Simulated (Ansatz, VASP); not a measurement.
Ti3Al in VASP and in Ansatz

INCAR

```
SYSTEM = Ti3Al
PREC = Accurate
ENCUT = 520
EDIFF = 1E-6
ISMEAR = 0
SIGMA = 0.15
LREAL = .FALSE.
LASPH = .TRUE.
NELM = 80
ALGO = Fast
ISIF = 2
LWAVE = .FALSE.
LCHARG = .FALSE.
GGA = PE
NBANDS = 28
```

The input KPOINTS:

```
regular mesh
0
G
  15 15 6
  0 0 0
```

The input POSCAR:

```
Ti3Al
1.0
    2.8555218141      0.0000000000      0.0000000000
   -1.4277609070      2.4729544320      0.0000000000
    0.0000000000      0.0000000000      9.7176262854
Ti Al
3 1
Direct
    0.6666666667      0.3333333333      0.0000000000
    0.3333333333      0.6666666667      0.7342089107
    0.3333333333      0.6666666667      0.2657910893
    0.6666666667      0.3333333333      0.5000000000
```

Input for Ansatz:

```yaml
crystal:
  lattice:
    - [2.8555218141, 0.0, 0.0]
    - [-1.427760907, 2.472954432, 0.0]
    - [0.0, 0.0, 9.7176262854]
  atoms:
    - { symbol: Ti, position: [0.6666666667, 0.3333333333, 0.0] }
    - { symbol: Ti, position: [0.3333333333, 0.6666666667, 0.7342089107] }
    - { symbol: Ti, position: [0.3333333333, 0.6666666667, 0.2657910893] }
    - { symbol: Al, position: [0.6666666667, 0.3333333333, 0.5] }
basis:
  ecutwfc: 520.0
kpoints:
  mp_grid: { grid: [15, 15, 6] }
hamiltonian:
  xc: pbe
  pseudopotentials: { kind: paw, azcp: { folder: soft_1 } }
scf:
  occupations: { method: gaussian, width: 0.15 }
output:
  forces: true
  stress: true
  eigenvalues: true
```

Alike in both runs: task single point; functional PBE; k mesh 15 × 15 × 6; occupations gaussian, width 0.15 eV; no spin polarisation.

```csv
,VASP,Ansatz
version,VASP 6.6.1,Ansatz 0.2.0
potentials or method,"VASP PAW PBE potentials, release 64 (Ti_sv, Al), cutoff 520 eV","scalar-relativistic, plane waves, PAW"
valence electrons in the cell,39,39
```

Ansatz gave:

| Property | Result |
| --- | --- |
| gap on the k mesh at the Fermi level (eV) | none |
| pressure (GPa) | -0.1 |
| traceless stress, the component that is largest in VASP (GPa) | -3.99 |
| rms of the force components (eV/Å) | 0.294 |

Estimate VASP's values.

gap on the k mesh at the Fermi level (eV): none; pressure (GPa): -0.2; traceless stress, the component that is largest in VASP (GPa): -3.92; rms of the force components (eV/Å): 0.295.

Atom by atom the forces differ by 0.002 eV/Å (rms over components). A gap of «none» marks a metal or a gap that the smearing closes.
